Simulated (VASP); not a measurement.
Cd: relaxation of cell and atoms with PBEsol

The system is Cd.

```xyz
1
Lattice="2.2755 1.3137 1.2644 -2.2755 1.3137 1.2644 0.0000 -2.6275 1.2644" Properties=species:S:1:pos:R:3 pbc="T T T"
Cd    0.0000    0.0000    1.8966
```

- Program: VASP 6.6.1
- Task: relaxation of cell and atoms
- Functional: PBEsol
- Potentials or basis: VASP PAW PBE potentials, release 64 (Cd)
- Cutoff: 600 eV
- k mesh: 21 × 21 × 21
- Occupations: gaussian, width 0.1 eV
- Spin: no spin polarisation
- Dipole correction: no
- Further INCAR settings: ALGO = Fast; EDIFF = 1e-07; IBRION = 2; EDIFFG = -0.01; NSW = 100; ISIF = 3

```
Relaxed volume                        : 21.59 Å³/atom
Relaxed cell                          : a = 2.959 Å, b = 2.959 Å, c = 2.959 Å, α = 107.00°, β = 107.00°, γ = 107.00°
Space group after relaxing (to 0.1 Å) : R-3m (No. 166)
Energy gained by relaxing             : 37.1 meV/atom
Ionic steps                           : 16
Pressure after relaxing               : 0.0 GPa
Band gap on the k mesh                : zero (bands 6 and 7 overlap by 4.67 eV)
```

Step by step:
```csv
step,energy change (eV),largest force (eV/Å),pressure (GPa),volume (Å³)
1,0.0000,0.0000,0.30,22.68
2,-0.0076,0.0000,-0.42,22.81
3,-0.0175,0.0000,-1.71,23.07
4,-0.0153,0.0000,-3.43,23.45
5,-0.0211,0.0000,-2.59,23.24
6,-0.0247,0.0000,-2.41,23.05
7,-0.0297,0.0000,-2.08,22.68
8,-0.0351,0.0000,-0.88,21.91
9,-0.0360,0.0000,-0.62,21.81
10,-0.0369,0.0000,-0.18,21.65
11,-0.0361,0.0000,0.86,21.32
12,-0.0371,0.0000,0.03,21.56
13,-0.0371,0.0000,0.11,21.54
14,-0.0371,0.0000,0.07,21.55
15,-0.0371,0.0000,0.06,21.56
16,-0.0371,0.0000,0.00,21.59
```

Final structure:
```xyz
1
Lattice="2.3790 1.3735 1.1010 -2.3790 1.3735 1.1010 0.0000 -2.7470 1.1010" Properties=species:S:1:pos:R:3 pbc="T T T"
Cd    0.0000    0.0000    1.6515
```

Levels at points of the mesh, in eV from the Fermi level:
| k point | band 4 | band 5 | band 6 | band 7 | band 8 | band 9 |
| --- | --- | --- | --- | --- | --- | --- |
| (0.00, 0.00, 0.00) | -8.83 | -8.56 | -8.56 | 14.04 | 14.04 | 14.53 |

Run time: 14 min on 1 thread of AMD EPYC 9R45 96-Core Processor (Zen 5), on a shared host, peak memory 0.36 GiB.

Caveat: the PAW data sets were made with another functional, which shifts forces and pressure a little.
